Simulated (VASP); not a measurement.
Write the native input for VASP 6.6.1 that does the following.

- Task: single point
- Functional: HSE06
- Potentials or basis: VASP PAW PBE potentials, release 64 (B, N)
- Cutoff: 520 eV
- k mesh: 6 × 6 × 6
- Occupations: gaussian, width 0.01 eV
- Spin: no spin polarisation
- Dipole correction: no
- Grid for exact exchange (PRECFOCK): Normal
- Further INCAR settings: ALGO = Normal; EDIFF = 1e-06; NBANDS = 11
- Screening parameter: 0.2079 1/Å

BN:

```
B N
1.0
     0.00000    1.80483    1.80483
     1.80483    0.00000    1.80483
     1.80483    1.80483    0.00000
B N
1 1
Direct
  0.00000 0.00000 0.00000
  0.25000 0.25000 0.25000
```

One way to write it, as run:

POSCAR

```
BN
1.0
    0.0000000000      1.8048254535      1.8048254535
    1.8048254535      0.0000000000      1.8048254535
    1.8048254535      1.8048254535      0.0000000000
B N
1 1
Direct
    0.0000000000      0.0000000000      0.0000000000
    0.2500000000      0.2500000000      0.2500000000
```

INCAR.step1

```
PREC = Accurate
ENCUT = 520
EDIFF = 1E-5
ISMEAR = 0
SIGMA = 0.01
LREAL = False
LASPH = True
NELM = 100
ALGO = Normal
ISIF = 2
LWAVE = True
LCHARG = False
GGA = PE
NBANDS = 11
```

INCAR.step2

```
PREC = Accurate
ENCUT = 520
EDIFF = 1E-6
ISMEAR = 0
SIGMA = 0.01
LREAL = False
LASPH = True
NELM = 100
ALGO = Normal
ISIF = 2
LWAVE = False
LCHARG = False
GGA = PE
LHFCALC = True
HFSCREEN = 0.2079
PRECFOCK = Normal
ISTART = 1
NBANDS = 11
```

KPOINTS

```
regular mesh
0
Gamma
  6 6 6
```

Potentials or basis: VASP PAW PBE potentials, release 64 (B, N).

Launch:

```console
$ cat potpaw_PBE.64/B/POTCAR potpaw_PBE.64/N/POTCAR > POTCAR
$ cp INCAR.step1 INCAR
$ mpirun -np 1 vasp_std > vasp.out
$ cp INCAR.step2 INCAR
$ mpirun -np 1 vasp_std > vasp.out
```

Results of the run:

- Pressure: -3.9 GPa
- Band gap on the k mesh: 5.78 eV, indirect (least direct gap 10.58 eV)

Caveat: the k points lie up to 0.50 Å⁻¹ apart; the PAW data sets were made with another functional, which shifts forces and pressure a little.

Run time: 5.9 min on 1 thread of AMD EPYC 7R43 64-Core Processor (Zen 3), with other jobs on the host, peak memory 0.18 GiB.
